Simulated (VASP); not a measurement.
# Ca3Y (I4/mmm) in VASP: further runs, part 2 of 2

VASP 6.6.1. Earlier steps stand in the parts before.

## Step 4: Single point, LDA

This run uses another cell than the first one, of 38.59 Å³/atom.

Input file INCAR:

```
ALGO = Normal ; EDIFF = 1E-6
ENCUT = 520 ; ISIF = 2
ISMEAR = 1 ; LASPH = True
LCHARG = True ; LELF = True
LREAL = False ; LVHAR = True
LWAVE = False ; NBANDS = 28
NELM = 80 ; PREC = Accurate
SIGMA = 0.1
```

Input file KPOINTS:

```
k-points
0
Gamma
  6 6 6
```

Input file POSCAR:

```
Ca3Y
1.0
   -2.6700820481      2.6700820481      5.4129791010
    2.6700820481     -2.6700820481      5.4129791010
    2.6700820481      2.6700820481     -5.4129791010
Ca Y
3 1
Direct
    0.7500000000      0.2500000000      0.5000000000
    0.2500000000      0.7500000000      0.5000000000
    0.5000000000      0.5000000000      0.0000000000
    0.0000000000      0.0000000000      0.0000000000
```

Potentials or basis: VASP PAW LDA potentials, release 64 (Ca_sv, Y_sv).

On the command line:

```bash
$ cat potpaw_LDA.64/Ca_sv/POTCAR potpaw_LDA.64/Y_sv/POTCAR > POTCAR
$ mpirun -np 1 vasp_std > vasp.out
```

OUTCAR:

```text
EDIFF = 1E-6
   ENCUT = 520
   ISIF = 2
   ISMEAR = 1
   LASPH = True
   LREAL = False
   NELM = 80
   PREC = Accurate

 ion  position               nearest neighbor table
   1  0.750  0.250  0.500-
   2  0.250  0.750  0.500-
   3  0.500  0.500  0.000-
   4  0.000  0.000  0.000-

  LATTYP: Found a body centered tetragonal cell.
 ALAT       =     5.3401640962
 C/A-ratio  =     2.0272706994

  Lattice vectors:

 A1 = (  -2.6700820481,   2.6700820481,   5.4129791010)
 A2 = (   2.6700820481,  -2.6700820481,   5.4129791010)
 A3 = (   2.6700820481,   2.6700820481,  -5.4129791010)

Analysis of symmetry for initial positions (statically):
=====================================================================
 Subroutine PRICEL returns:
 Original cell was already a primitive cell.

 Routine SETGRP: Setting up the symmetry group for a
 body centered tetragonal supercell.

 Subroutine GETGRP returns: Found 16 space group operations
 (whereof 16 operations were pure point group operations)
 out of a pool of 16 trial point group operations.

The static configuration has the point symmetry D_4h.

Analysis of symmetry for dynamics (positions and initial velocities):
=====================================================================
 Subroutine PRICEL returns:
 Original cell was already a primitive cell.

 Routine SETGRP: Setting up the symmetry group for a
 body centered tetragonal supercell.

 Subroutine GETGRP returns: Found 16 space group operations
 (whereof 16 operations were pure point group operations)
 out of a pool of 16 trial point group operations.

The dynamic configuration has the point symmetry D_4h.

 Subroutine INISYM returns: Found 16 space group operations
[... 116 lines left out ...]
   ISMEAR =     1;   SIGMA  =   0.10  broadening in eV -4-tet -1-fermi 0-gaus
   EFERMI_NEDOS =   21; number of points for ismear=-14 and -15
   IALGO  =     38    algorithm
   IMIX   =      4    mixing-type and parameters
     AMIX     =   0.40;   BMIX     =  1.00
     AMIX_MAG =   1.60;   BMIX_MAG =  1.00
  volume/ion in A,a.u.               =      38.59       260.42
  Fermi-wavevector in a.u.,A,eV,Ry     =   1.052336  1.988626 15.067231  1.107410
  Thomas-Fermi vector in A             =   2.187414
   LORBIT       =      0    0 simple, 1 ext, 2 COOP (PROOUT), +10 PAW based schemes
   GGA     = CA    functional components
   LHFCALC =     F    Hartree Fock is set to
   AEXX    =    0.0000 exact exchange contribution
   IVDW    =     0    specifies the selected vdW correction
   LEPSILON=     F    determine dielectric tensor
   LRPA    =     F    only Hartree local field effects (RPA)
 non-spin polarized calculation
 Methfessel and Paxton  Order N= 1 SIGMA  =   0.10
  energy-cutoff  :      520.00
  volume of cell :      154.36
 maximum number of plane-waves:      4174
 NGX is ok and might be reduce to    50
   NGX = 25   NGY = 25   NGZ = 25

 number of electron      41.0000003 magnetization

 Free energy of the ion-electron system (eV)
  ---------------------------------------------------
  ext. energy  EPLUGINS =         0.00000000
  ---------------------------------------------------
  free energy    TOTEN  =       -12.94034306 eV

  energy without entropy =      -12.94529520  energy(sigma->0) =      -12.94199377

 E-fermi :   2.1651     XC(G=0):  -8.4576

 val. band max:        2.1495928271   @ k =   0.5000   0.3333   0.0000
 cond. band min:       2.1749968103   @ k =   0.5000   0.5000   0.5000
 fundamental gap:      0.0254039832
 Fermi energy:         2.1651240554

 k-point     1 :       0.0000    0.0000    0.0000
  band No.  band energies     occupation
      1     -41.2145      2.00000
      2     -39.0628      2.00000
      3     -39.0423      2.00000
      4     -39.0373      2.00000
      5     -21.2867      2.00000
      6     -21.2853      2.00000
[... 733 lines left out ...]
     27       3.8051     -0.00000
     28       4.4400      0.00000

 [... further k-points ...]

------------------------ aborting loop because EDIFF is reached ----------------------------------------

  FORCE on cell =-STRESS in cart. coord.  units (eV):
  Direction    XX          YY          ZZ          XY          YZ          ZX
  --------------------------------------------------------------------------------------
  -------------------------------------------------------------------------------------
  Total       -1.6804798     -1.6804798     -1.8537585      0.0000000      0.0000000     -0.0000000
  in kB      -17.4420817    -17.4420817    -19.2405810      0.0000000      0.0000000     -0.0000000
  external PRESSURE =     -18.0415815 kB  Pullay stress =       0.0000000 kB

 VOLUME and BASIS-vectors are now :
 -----------------------------------------------------------------------------
  energy-cutoff  :      520.00
  volume of cell :      154.36
      direct lattice vectors                 reciprocal lattice vectors
    -2.670082048  2.670082048  5.412979101     0.000000000  0.187260163  0.092370576
     2.670082048 -2.670082048  5.412979101     0.187260163  0.000000000  0.092370576
     2.670082048  2.670082048 -5.412979101     0.187260163  0.187260163  0.000000000

 POSITION                                       TOTAL-FORCE (eV/Angst)
 -----------------------------------------------------------------------------------
     -0.00000      2.67008      2.70649         0.000000     -0.000000      0.000000
      2.67008     -0.00000      2.70649         0.000000     -0.000000      0.000000
      0.00000      0.00000      5.41298        -0.000000      0.000000     -0.000000
      0.00000      0.00000      0.00000        -0.000000      0.000000     -0.000000
 -----------------------------------------------------------------------------------
    total drift:                               -0.000000      0.000000     -0.000000

  FREE ENERGIE OF THE ION-ELECTRON SYSTEM (eV)
  ---------------------------------------------------
  free  energy   TOTEN  =       -12.9403430554 eV

  energy  without entropy=      -12.9452951977  energy(sigma->0) =      -12.94199377
```

OSZICAR:

```text
N       E                     dE             d eps       ncg     rms          rms(c)
DAV:   1     0.352894639548E+03    0.35289E+03   -0.20054E+04  1680   0.134E+03
DAV:   2     0.107093341378E+02   -0.34219E+03   -0.33833E+03  1752   0.389E+02
DAV:   3    -0.114753738709E+02   -0.22185E+02   -0.21762E+02  2780   0.686E+01
DAV:   4    -0.137626926212E+02   -0.22873E+01   -0.22648E+01  2552   0.191E+01
DAV:   5    -0.138760699136E+02   -0.11338E+00   -0.11322E+00  2432   0.385E+00    0.160E+01
DAV:   6    -0.129425970893E+02    0.93347E+00   -0.30599E+00  2436   0.515E+00    0.132E+01
DAV:   7    -0.129491062238E+02   -0.65091E-02   -0.75917E-01  2304   0.270E+00    0.521E+00
DAV:   8    -0.129465299504E+02    0.25763E-02   -0.21224E-01  2080   0.182E+00    0.122E+00
DAV:   9    -0.129416577223E+02    0.48722E-02   -0.71668E-02  2100   0.933E-01    0.593E-01
DAV:  10    -0.129403231870E+02    0.13345E-02   -0.86303E-03  2076   0.317E-01    0.188E-01
DAV:  11    -0.129404646044E+02   -0.14142E-03   -0.17155E-03  2192   0.152E-01    0.734E-02
DAV:  12    -0.129403409466E+02    0.12366E-03   -0.54521E-04  2016   0.684E-02    0.269E-02
DAV:  13    -0.129403436811E+02   -0.27345E-05   -0.47087E-05  2112   0.220E-02    0.163E-02
DAV:  14    -0.129403430554E+02    0.62569E-06   -0.55334E-06  1668   0.131E-02
   1 F= -.12940343E+02 E0= -.12941994E+02  d E =0.495214E-02
```

It took 5.3 min on 1 thread of Oxide Virtual Turin-like, shared host; peak memory 0.32 GiB.

Results:

| Quantity | Value |
| --- | --- |
| Free energy | -12.9403 eV |
| Pressure | -1.8 GPa |
| Band gap on the k mesh | zero (an odd number of electrons rules out a gap without spin polarisation) |

Stress tensor (GPa, compression positive):
```
-1.74  0.00  0.00
 0.00 -1.74  0.00
 0.00  0.00 -1.92
```

## Step 5: Single point, LDA

This run uses another cell than the first one, of 39.65 Å³/atom.

Input file INCAR:

```
SYSTEM = Ca3Y
ALGO = Normal ; EDIFF = 1E-6
ENCUT = 520 ; ISIF = 2
ISMEAR = 1 ; LASPH = .True.
LCHARG = .False. ; LREAL = .False.
LWAVE = .False. ; NBANDS = 28
NELM = 60 ; PREC = Accurate
SIGMA = 0.1
```

Input file KPOINTS:

```
k-points
0
Gamma
  6 6 6
  0 0 0
```

Input file POSCAR:

```
Ca3Y
1.0
   -2.6942470000      2.6942470000      5.4619680000
    2.6942470000     -2.6942470000      5.4619680000
    2.6942470000      2.6942470000     -5.4619680000
Ca Y
3 1
Direct
    0.7500000000      0.2500000000      0.5000000000
    0.2500000000      0.7500000000      0.5000000000
    0.5000000000      0.5000000000      0.0000000000
    0.0000000000      0.0000000000      0.0000000000
```

Potentials or basis: VASP PAW LDA potentials, release 64 (Ca_sv, Y_sv).

On the command line:

```bash
$ cat potpaw_LDA.64/Ca_sv/POTCAR potpaw_LDA.64/Y_sv/POTCAR > POTCAR
$ mpirun -np 1 vasp_std > vasp.out
```

OUTCAR:

```text
SYSTEM = Ca3Y
   EDIFF = 1E-6
   ENCUT = 520
   ISIF = 2
   ISMEAR = 1
   LASPH = .True.
   LREAL = .False.
   NELM = 60
   PREC = Accurate

 ion  position               nearest neighbor table
   1  0.750  0.250  0.500-
   2  0.250  0.750  0.500-
   3  0.500  0.500  0.000-
   4  0.000  0.000  0.000-

  LATTYP: Found a body centered tetragonal cell.
 ALAT       =     5.3884940000
 C/A-ratio  =     2.0272706994

  Lattice vectors:

 A1 = (  -2.6942470000,   2.6942470000,   5.4619680000)
 A2 = (   2.6942470000,  -2.6942470000,   5.4619680000)
 A3 = (   2.6942470000,   2.6942470000,  -5.4619680000)

Analysis of symmetry for initial positions (statically):
=====================================================================
 Subroutine PRICEL returns:
 Original cell was already a primitive cell.

 Routine SETGRP: Setting up the symmetry group for a
 body centered tetragonal supercell.

 Subroutine GETGRP returns: Found 16 space group operations
 (whereof 16 operations were pure point group operations)
 out of a pool of 16 trial point group operations.

The static configuration has the point symmetry D_4h.

Analysis of symmetry for dynamics (positions and initial velocities):
[... 165 lines left out ...]

 val. band max:        2.0428648921   @ k =   0.5000   0.5000   0.0000
 cond. band min:       2.0541069683   @ k =   0.3333   0.3333   0.0000
 fundamental gap:      0.0112420762
 Fermi energy:         2.0459809711

 k-point     1 :       0.0000    0.0000    0.0000
  band No.  band energies     occupation
      1     -41.4063      2.00000
      2     -39.2452      2.00000
      3     -39.2275      2.00000
      4     -39.2211      2.00000
      5     -21.4711      2.00000
      6     -21.4694      2.00000
[... 733 lines left out ...]
     27       3.6701     -0.00000
     28       4.2827      0.00000

 [... further k-points ...]

------------------------ aborting loop because EDIFF is reached ----------------------------------------

  FORCE on cell =-STRESS in cart. coord.  units (eV):
  Direction    XX          YY          ZZ          XY          YZ          ZX
  --------------------------------------------------------------------------------------
  -------------------------------------------------------------------------------------
  Total       -2.1837020     -2.1837020     -2.3741416      0.0000000      0.0000000      0.0000000
  in kB      -22.0607364    -22.0607364    -23.9846424      0.0000000      0.0000000      0.0000000
  external PRESSURE =     -22.7020384 kB  Pullay stress =       0.0000000 kB

 VOLUME and BASIS-vectors are now :
 -----------------------------------------------------------------------------
  energy-cutoff  :      520.00
  volume of cell :      158.59
      direct lattice vectors                 reciprocal lattice vectors
    -2.694247000  2.694247000  5.461968000     0.000000000  0.185580609  0.091542096
     2.694247000 -2.694247000  5.461968000     0.185580609  0.000000000  0.091542096
     2.694247000  2.694247000 -5.461968000     0.185580609  0.185580609  0.000000000

 POSITION                                       TOTAL-FORCE (eV/Angst)
 -----------------------------------------------------------------------------------
      0.00000      2.69425      2.73098         0.000000     -0.000000     -0.000000
      2.69425      0.00000      2.73098         0.000000      0.000000      0.000000
      0.00000      0.00000      5.46197        -0.000000     -0.000000      0.000000
      0.00000      0.00000      0.00000        -0.000000     -0.000000      0.000000
 -----------------------------------------------------------------------------------
    total drift:                               -0.000000      0.000000     -0.000000

  FREE ENERGIE OF THE ION-ELECTRON SYSTEM (eV)
  ---------------------------------------------------
  free  energy   TOTEN  =       -12.8872632692 eV

  energy  without entropy=      -12.8938199829  energy(sigma->0) =      -12.88944884
```

stdout:

```text
POSCAR found type information on POSCAR CaY
 POSCAR found :  2 types and       4 ions
 scaLAPACK will be used
 LDA part: xc-table for (Slater(with rela. corr.)+CA(PZ))
 , standard interpolation
 POSCAR, INCAR and KPOINTS ok, starting setup
 FFT: planning ... GRIDC
 FFT: planning ... GRID_SOFT
 FFT: planning ... GRID
 WAVECAR not read
 entering main loop
```

It took 7.9 min on 1 thread of Oxide Virtual Turin-like, shared host; peak memory 0.32 GiB.

What came out:

- Free energy: -12.8873 eV
- Pressure: -2.3 GPa
- Band gap on the k mesh: zero (an odd number of electrons rules out a gap without spin polarisation)

## Step 6: Single point, LDA

This run uses another cell than the first one, of 40.71 Å³/atom.

Input file INCAR:

```
ALGO = Normal ; EDIFF = 1E-6
ENCUT = 520 ; GGA = CA
ISIF = 2 ; ISMEAR = 1
LASPH = True ; LCHARG = True
LELF = True ; LREAL = False
LVHAR = True ; LWAVE = False
NBANDS = 28 ; NELM = 60
PREC = Accurate ; SIGMA = 0.1
```

Input file KPOINTS:

```
k-points
0
Gamma
  6 6 6
```

Input file POSCAR:

```
Ca3Y
1.0
   -2.7179860822      2.7179860822      5.5100935458
    2.7179860822     -2.7179860822      5.5100935458
    2.7179860822      2.7179860822     -5.5100935458
Ca Y
3 1
Direct
    0.7500000000      0.2500000000      0.5000000000
    0.2500000000      0.7500000000      0.5000000000
    0.5000000000      0.5000000000      0.0000000000
    0.0000000000      0.0000000000      0.0000000000
```

Potentials or basis: VASP PAW LDA potentials, release 64 (Ca_sv, Y_sv).

On the command line:

```bash
$ cat potpaw_LDA.64/Ca_sv/POTCAR potpaw_LDA.64/Y_sv/POTCAR > POTCAR
$ mpirun -np 1 vasp_std > vasp.out
```

OUTCAR:

```text
EDIFF = 1E-6
   ENCUT = 520
   GGA = CA
   ISIF = 2
   ISMEAR = 1
   LASPH = True
   LREAL = False
   NELM = 60
   PREC = Accurate

 ion  position               nearest neighbor table
   1  0.750  0.250  0.500-
   2  0.250  0.750  0.500-
   3  0.500  0.500  0.000-
   4  0.000  0.000  0.000-

[... 943 lines left out ...]

  FORCE on cell =-STRESS in cart. coord.  units (eV):
  Direction    XX          YY          ZZ          XY          YZ          ZX
  --------------------------------------------------------------------------------------
  -------------------------------------------------------------------------------------
  Total       -2.6584352     -2.6584352     -2.8577152      0.0000000     -0.0000000      0.0000000
  in kB      -26.1591264    -26.1591264    -28.1200516      0.0000000     -0.0000000      0.0000000
  external PRESSURE =     -26.8127681 kB  Pullay stress =       0.0000000 kB

 VOLUME and BASIS-vectors are now :
 -----------------------------------------------------------------------------
  energy-cutoff  :      520.00
  volume of cell :      162.82
      direct lattice vectors                 reciprocal lattice vectors
    -2.717986082  2.717986082  5.510093546     0.000000000  0.183959735  0.090742561
     2.717986082 -2.717986082  5.510093546     0.183959735  0.000000000  0.090742561
     2.717986082  2.717986082 -5.510093546     0.183959735  0.183959735  0.000000000

 POSITION                                       TOTAL-FORCE (eV/Angst)
 -----------------------------------------------------------------------------------
     -0.00000      2.71799      2.75505        -0.000000      0.000000      0.000000
      2.71799     -0.00000      2.75505         0.000000     -0.000000     -0.000000
      0.00000      0.00000      5.51009         0.000000      0.000000      0.000000
      0.00000      0.00000      0.00000         0.000000      0.000000      0.000000
 -----------------------------------------------------------------------------------
    total drift:                               -0.000000      0.000000     -0.000000

  FREE ENERGIE OF THE ION-ELECTRON SYSTEM (eV)
  ---------------------------------------------------
  free  energy   TOTEN  =       -12.8225830614 eV

  energy  without entropy=      -12.8302887608  energy(sigma->0) =      -12.82515163
```

OSZICAR:

```text
N       E                     dE             d eps       ncg     rms          rms(c)
DAV:   1     0.354199680537E+03    0.35420E+03   -0.19922E+04  1680   0.133E+03
DAV:   2     0.107932982399E+02   -0.34341E+03   -0.33893E+03  1776   0.385E+02
DAV:   3    -0.113208700528E+02   -0.22114E+02   -0.21726E+02  2784   0.684E+01
DAV:   4    -0.136499504262E+02   -0.23291E+01   -0.23148E+01  2592   0.191E+01
DAV:   5    -0.137677462795E+02   -0.11780E+00   -0.11768E+00  2480   0.377E+00    0.155E+01
DAV:   6    -0.128259191520E+02    0.94183E+00   -0.30351E+00  2444   0.499E+00    0.129E+01
DAV:   7    -0.128319651179E+02   -0.60460E-02   -0.78336E-01  2312   0.262E+00    0.552E+00
DAV:   8    -0.128309243636E+02    0.10408E-02   -0.23889E-01  2076   0.185E+00    0.113E+00
DAV:   9    -0.128242256562E+02    0.66987E-02   -0.94072E-02  2096   0.986E-01    0.577E-01
DAV:  10    -0.128225596147E+02    0.16660E-02   -0.10751E-02  2116   0.333E-01    0.189E-01
DAV:  11    -0.128227242865E+02   -0.16467E-03   -0.21695E-03  2172   0.158E-01    0.654E-02
DAV:  12    -0.128225793247E+02    0.14496E-03   -0.71213E-04  2040   0.778E-02    0.269E-02
DAV:  13    -0.128225840861E+02   -0.47613E-05   -0.52254E-05  2096   0.250E-02    0.161E-02
DAV:  14    -0.128225830694E+02    0.10167E-05   -0.66519E-06  1700   0.133E-02    0.112E-02
DAV:  15    -0.128225830614E+02    0.80186E-08   -0.73621E-07  1408   0.403E-03
   1 F= -.12822583E+02 E0= -.12825152E+02  d E =0.770570E-02
```

stdout:

```text
POSCAR found type information on POSCAR CaY
 POSCAR found :  2 types and       4 ions
 scaLAPACK will be used
 LDA part: xc-table for (Slater(with rela. corr.)+CA(PZ))
 , standard interpolation
 POSCAR, INCAR and KPOINTS ok, starting setup
 FFT: planning ... GRIDC
 FFT: planning ... GRID_SOFT
 FFT: planning ... GRID
 WAVECAR not read
 entering main loop
```

It took 6.7 min on 1 thread of Oxide Virtual Turin-like, shared host; peak memory 0.32 GiB.

Results:

* Free energy: -12.8226 eV
* Pressure: -2.7 GPa
* Band gap on the k mesh: zero (an odd number of electrons rules out a gap without spin polarisation)

Stress tensor (GPa, compression positive):
```
-2.62  0.00  0.00
 0.00 -2.62  0.00
 0.00  0.00 -2.81
```

## Step 7: The runs side by side

```tsv
cell	gap on the mesh (eV)	pressure (GPa)
a = 6.477 Å, angles 132.3, 132.3, 69.8°, 4 atoms	none	-0.7
a = 6.539 Å, angles 132.3, 132.3, 69.8°, 4 atoms	none	-1.3
a = 6.600 Å, angles 132.3, 132.3, 69.8°, 4 atoms	none	-1.8
a = 6.660 Å, angles 132.3, 132.3, 69.8°, 4 atoms	none	-2.3
a = 6.718 Å, angles 132.3, 132.3, 69.8°, 4 atoms	none	-2.7
```

Alike in all rows: task single point; level LDA; potentials or basis VASP PAW LDA potentials, release 64 (Ca_sv, Y_sv); no spin polarisation; k mesh 6 × 6 × 6; cutoff (eV) 520; smearing methfessel-paxton 0.1 eV.

Absolute energies hang on the potentials; compare differences alone.

The gap in the log of VASP goes by the Fermi energy; the results here count the filled bands.